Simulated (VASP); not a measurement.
# CsSnI3 (Pm-3m) in VASP: a series of runs

Runs on CsSnI3. Level: PBEsol. Tasks: single point, relaxation of cell and atoms.

Everything below comes from runs of VASP 6.6.1. Logs are shortened: lines on timing, memory, paths and dates and some standing lists are left out, and cuts for length are marked.

## 1. The cell of the first run

Symmetry: Pm-3m, No. 221, cubic system. The conventional cell has a = 6.262 Å, b = 6.262 Å, c = 6.262 Å, α = 90.00°, β = 90.00°, γ = 90.00°. Cs (site symmetry m-3m) has 12 I at 4.43 Å and 8 Sn at 5.42 Å within 5.8 Å. Within 4.1 Å of Sn (site symmetry m-3m) lie 6 I at 3.13 Å. I (site symmetry 4/mmm) has 2 Sn at 3.13 Å within 4.1 Å.

## 2. Single point, PBEsol

The input, INCAR:

```
  PREC = Accurate
  ENCUT = 520
  EDIFF = 1E-6
  ISMEAR = 0
  SIGMA = 0.01
  LREAL = F
  LASPH = T
  NELM = 100
  ALGO = Normal
  ISIF = 2
  LWAVE = F
  LCHARG = F
  GGA = PS
  NBANDS = 30
```

The input, KPOINTS:

```
regular mesh
0
Gamma
  6 6 6
```

The input, POSCAR:

```
CsSnI3
1.0
    6.2618386884      0.0000000000      0.0000000000
    0.0000000000      6.2618386884      0.0000000000
    0.0000000000      0.0000000000      6.2618386884
Cs Sn I
1 1 3
Direct
    0.0000000000      0.0000000000      0.0000000000
    0.5000000000      0.5000000000      0.5000000000
    0.0000000000      0.5000000000      0.5000000000
    0.5000000000      0.0000000000      0.5000000000
    0.5000000000      0.5000000000      0.0000000000
```

Potentials or basis: VASP PAW PBE potentials, release 64 (Cs_sv, Sn_d, I).

Run with:

```
> cat potpaw_PBE.64/Cs_sv/POTCAR potpaw_PBE.64/Sn_d/POTCAR potpaw_PBE.64/I/POTCAR > POTCAR
> mpirun -np 1 vasp_std > vasp.out
```

OUTCAR:

```text
PREC = Accurate
   ENCUT = 520
   EDIFF = 1E-6
   ISMEAR = 0
   LREAL = F
   LASPH = T
   NELM = 100
   ISIF = 2
   GGA = PS

 ion  position               nearest neighbor table
   1  0.000  0.000  0.000-
   2  0.500  0.500  0.500-   3 3.13   4 3.13   5 3.13   5 3.13   4 3.13   3 3.13
   3  0.000  0.500  0.500-   2 3.13   2 3.13
   4  0.500  0.000  0.500-   2 3.13   2 3.13
   5  0.500  0.500  0.000-   2 3.13   2 3.13

  LATTYP: Found a simple cubic cell.
 ALAT       =     6.2618386884

  Lattice vectors:

 A1 = (   6.2618386884,   0.0000000000,   0.0000000000)
 A2 = (   0.0000000000,   6.2618386884,   0.0000000000)
 A3 = (   0.0000000000,   0.0000000000,   6.2618386884)

Analysis of symmetry for initial positions (statically):
=====================================================================
 Subroutine PRICEL returns:
 Original cell was already a primitive cell.

 Routine SETGRP: Setting up the symmetry group for a
 simple cubic supercell.

 Subroutine GETGRP returns: Found 48 space group operations
 (whereof 48 operations were pure point group operations)
 out of a pool of 48 trial point group operations.

The static configuration has the point symmetry O_h .

Analysis of symmetry for dynamics (positions and initial velocities):
=====================================================================
 Subroutine PRICEL returns:
 Original cell was already a primitive cell.

 Routine SETGRP: Setting up the symmetry group for a
 simple cubic supercell.

 Subroutine GETGRP returns: Found 48 space group operations
 (whereof 48 operations were pure point group operations)
 out of a pool of 48 trial point group operations.

The dynamic configuration has the point symmetry O_h .

 Subroutine INISYM returns: Found 48 space group operations
 (whereof 48 operations are pure point group operations),
 and found     1 'primitive' translations

----------------------------------------------------------------------------------------

                                     Primitive cell

  volume of cell :     245.5306

  direct lattice vectors                    reciprocal lattice vectors
     6.261838688  0.000000000  0.000000000     0.159697503  0.000000000  0.000000000
     0.000000000  6.261838688  0.000000000     0.000000000  0.159697503  0.000000000
     0.000000000  0.000000000  6.261838688     0.000000000  0.000000000  0.159697503

  length of vectors
     6.261838688  6.261838688  6.261838688     0.159697503  0.159697503  0.159697503

  position of ions in fractional coordinates (direct lattice)
     0.000000000  0.000000000  0.000000000
     0.500000000  0.500000000  0.500000000
     0.000000000  0.500000000  0.500000000
     0.500000000  0.000000000  0.500000000
     0.500000000  0.500000000  0.000000000

  ion indices of the primitive-cell ions
   primitive index   ion index
                 1           1
                 2           2
                 3           3
                 4           4
                 5           5

----------------------------------------------------------------------------------------

 KPOINTS: regular mesh

Automatic generation of k-mesh.
 Grid dimensions read from file:
 generate k-points for:    6    6    6

 Generating k-lattice:

  Cartesian coordinates                     Fractional coordinates (reciprocal lattice)
     0.026616250  0.000000000  0.000000000     0.166666667  0.000000000  0.000000000
     0.000000000  0.026616250  0.000000000     0.000000000  0.166666667  0.000000000
     0.000000000  0.000000000  0.026616250     0.000000000  0.000000000  0.166666667

  Length of vectors
     0.026616250  0.026616250  0.026616250

  Shift w.r.t. Gamma in fractional coordinates (k-lattice)
     0.000000000  0.000000000  0.000000000

 Subroutine IBZKPT returns following result:
 ===========================================

 Found     20 irreducible k-points:

 Following reciprocal coordinates:
            Coordinates               Weight
  0.000000  0.000000  0.000000      1.000000
  0.166667  0.000000  0.000000      6.000000
  0.333333  0.000000  0.000000      6.000000
  0.500000  0.000000  0.000000      3.000000
  0.166667  0.166667  0.000000     12.000000
  0.333333  0.166667  0.000000     24.000000
[... 12 lines left out ...]
  0.500000  0.500000  0.333333      6.000000
  0.500000  0.500000  0.500000      1.000000
   k-points           NKPTS =     20   k-points in BZ     NKDIM =     20   number of bands    NBANDS=     30
   number of dos      NEDOS =    301   number of ions     NIONS =      5
   total plane-waves  NPLWV = 110592
   dimension x,y,z NGX =    48 NGY =   48 NGZ =   48
   dimension x,y,z NGXF=    96 NGYF=   96 NGZF=   96
   ions per type =               1   1   3
   NGX,Y,Z   is equivalent  to a cutoff of  12.74, 12.74, 12.74 a.u.
   NGXF,Y,Z  is equivalent  to a cutoff of  25.49, 25.49, 25.49 a.u.
 SYSTEM =  unknown system
   PREC   = accura    normal or accurate (medium, high low for compatibility)
   ISTART =      0    job   : 0-new  1-cont  2-samecut
   ICHARG =      2    charge: 1-file 2-atom 10-const
   ISPIN  =      1    spin polarized calculation?
   LNONCOLLINEAR =      F non collinear calculations
   LSORBIT =      F    spin-orbit coupling
   LASPH  =      T    aspherical Exc in radial PAW
   ENCUT  =  520.0 eV  38.22 Ry    6.18 a.u.  11.64 11.64 11.64*2*pi/ulx,y,z
   NELM   =    100;   NELMIN=  2; NELMDL= -5     # of ELM steps
   EDIFF  = 0.1E-05   stopping-criterion for ELM
   LREAL  =      F    real-space projection
   EDIFFG = 0.1E-04   stopping-criterion for IOM
   NSW    =      0    number of steps for IOM
   IBRION =     -1    ionic relax: 0-MD 1-quasi-New 2-CG
   NFREE  =      0    steps in history (QN), initial steepest desc. (CG)
   ISIF   =      2    stress and relaxation
   ISYM   =      2    0-nonsym 1-usesym 2-fastsym
   POTIM  = 0.5000    time-step for ionic-motion
   TEBEG  =    0.0;   TEEND  =   0.0 temperature during run
   PSTRESS=    0.0 pullay stress
   NELECT =      44.0000    total number of electrons
   NUPDOWN=      -1.0000    fix difference up-down
   EMIN   =  10.00;   EMAX   =-10.00  energy-range for DOS
   EFERMI =   0.00;   METHOD = LEGACY
   ISMEAR =     0;   SIGMA  =   0.01  broadening in eV -4-tet -1-fermi 0-gaus
   EFERMI_NEDOS =   21; number of points for ismear=-14 and -15
   IALGO  =     38    algorithm
   IMIX   =      4    mixing-type and parameters
     AMIX     =   0.40;   BMIX     =  1.00
     AMIX_MAG =   1.60;   BMIX_MAG =  1.00
  volume/ion in A,a.u.               =      49.11       331.38
  Fermi-wavevector in a.u.,A,eV,Ry     =   0.922976  1.744172 11.590601  0.851885
  Thomas-Fermi vector in A             =   2.048562
   LORBIT       =      0    0 simple, 1 ext, 2 COOP (PROOUT), +10 PAW based schemes
   GGA     = PS    functional components
   LHFCALC =     F    Hartree Fock is set to
   AEXX    =    0.0000 exact exchange contribution
   IVDW    =     0    specifies the selected vdW correction
   LEPSILON=     F    determine dielectric tensor
   LRPA    =     F    only Hartree local field effects (RPA)
 non-spin polarized calculation
 Gauss-broadening in eV      SIGMA  =   0.01
  energy-cutoff  :      520.00
  volume of cell :      245.53
 maximum number of plane-waves:      6704
 NGX is ok and might be reduce to    48
   NGX = 23   NGY = 23   NGZ = 23

 number of electron      43.9999979 magnetization

 Free energy of the ion-electron system (eV)
  ---------------------------------------------------
  ext. energy  EPLUGINS =         0.00000000
  ---------------------------------------------------
  free energy    TOTEN  =       -15.03525943 eV

  energy without entropy =      -15.03525943  energy(sigma->0) =      -15.03525943

 E-fermi :   2.5771     XC(G=0):  -7.5746

 val. band max:        2.4405818488   @ k =   0.5000   0.5000   0.5000
 cond. band min:       2.8147772944   @ k =   0.5000   0.5000   0.5000
 fundamental gap:      0.3741954456
 Fermi energy:         2.5771161881

 k-point     1 :       0.0000    0.0000    0.0000
  band No.  band energies     occupation
      1     -19.7165      2.00000
      2     -19.4705      2.00000
      3     -19.4705      2.00000
      4     -19.4524      2.00000
      5     -19.4524      2.00000
      6     -19.4524      2.00000
[... 22 lines left out ...]
     29       7.0626      0.00000
     30       7.0626      0.00000

 k-point     2 :       0.1667    0.0000    0.0000
  band No.  band energies     occupation
      1     -19.7164      2.00000
      2     -19.4705      2.00000
      3     -19.4702      2.00000
      4     -19.4524      2.00000
      5     -19.4524      2.00000
      6     -19.4524      2.00000
[... 22 lines left out ...]
     29       6.2053      0.00000
     30       7.0194      0.00000

 k-point     3 :       0.3333    0.0000    0.0000
  band No.  band energies     occupation
      1     -19.7162      2.00000
      2     -19.4705      2.00000
      3     -19.4695      2.00000
      4     -19.4525      2.00000
      5     -19.4525      2.00000
      6     -19.4524      2.00000
[... 22 lines left out ...]
     29       6.6360      0.00000
     30       7.1519      0.00000

 k-point     4 :       0.5000    0.0000    0.0000
  band No.  band energies     occupation
      1     -19.7161      2.00000
      2     -19.4705      2.00000
      3     -19.4692      2.00000
      4     -19.4525      2.00000
      5     -19.4525      2.00000
      6     -19.4524      2.00000
[... 484 lines left out ...]
     29       6.8240      0.00000
     30       7.4207      0.00000

 k-point    19 :       0.5000    0.5000    0.3333
  band No.  band energies     occupation
      1     -19.7156      2.00000
      2     -19.4688      2.00000
      3     -19.4685      2.00000
      4     -19.4527      2.00000
      5     -19.4526      2.00000
      6     -19.4526      2.00000
[... 22 lines left out ...]
     29       6.6573      0.00000
     30       7.5671      0.00000

 k-point    20 :       0.5000    0.5000    0.5000
  band No.  band energies     occupation
      1     -19.7156      2.00000
      2     -19.4685      2.00000
      3     -19.4685      2.00000
      4     -19.4527      2.00000
      5     -19.4527      2.00000
      6     -19.4527      2.00000
[... 22 lines left out ...]
     29       6.5287      0.00000
     30       7.7495      0.00000

------------------------ aborting loop because EDIFF is reached ----------------------------------------

  FORCE on cell =-STRESS in cart. coord.  units (eV):
  Direction    XX          YY          ZZ          XY          YZ          ZX
  --------------------------------------------------------------------------------------
  -------------------------------------------------------------------------------------
  Total       -1.4623707     -1.4623707     -1.4623707     -0.0000000     -0.0000000     -0.0000000
  in kB       -9.5425061     -9.5425061     -9.5425061     -0.0000000     -0.0000000     -0.0000000
  external PRESSURE =      -9.5425061 kB  Pullay stress =       0.0000000 kB

 VOLUME and BASIS-vectors are now :
 -----------------------------------------------------------------------------
  energy-cutoff  :      520.00
  volume of cell :      245.53
      direct lattice vectors                 reciprocal lattice vectors
     6.261838688  0.000000000  0.000000000     0.159697503  0.000000000  0.000000000
     0.000000000  6.261838688  0.000000000     0.000000000  0.159697503  0.000000000
     0.000000000  0.000000000  6.261838688     0.000000000  0.000000000  0.159697503

 POSITION                                       TOTAL-FORCE (eV/Angst)
 -----------------------------------------------------------------------------------
      0.00000      0.00000      0.00000         0.000000      0.000000      0.000000
      3.13092      3.13092      3.13092         0.000000      0.000000      0.000000
      0.00000      3.13092      3.13092         0.000000      0.000000      0.000000
      3.13092      0.00000      3.13092         0.000000      0.000000      0.000000
      3.13092      3.13092      0.00000         0.000000      0.000000      0.000000
 -----------------------------------------------------------------------------------
    total drift:                                0.000000     -0.000000     -0.000000

  FREE ENERGIE OF THE ION-ELECTRON SYSTEM (eV)
  ---------------------------------------------------
  free  energy   TOTEN  =       -15.0352594299 eV

  energy  without entropy=      -15.0352594299  energy(sigma->0) =      -15.03525943
```

Run time: 96 s. Hardware: 1 thread of Intel Xeon 6975P-C (Granite Rapids), shared host; peak memory 0.41 GiB.

Results:

```yaml
Free_energy: -15.0353 eV
Pressure: -1.0 GPa
Band_gap_on_the_k_mesh: 0.37 eV
```

Caveat: the PAW data sets were made with another functional, which shifts forces and pressure a little; spin-orbit coupling is left out, which moves the levels of the heavy elements.

[end of part 1 of 2]
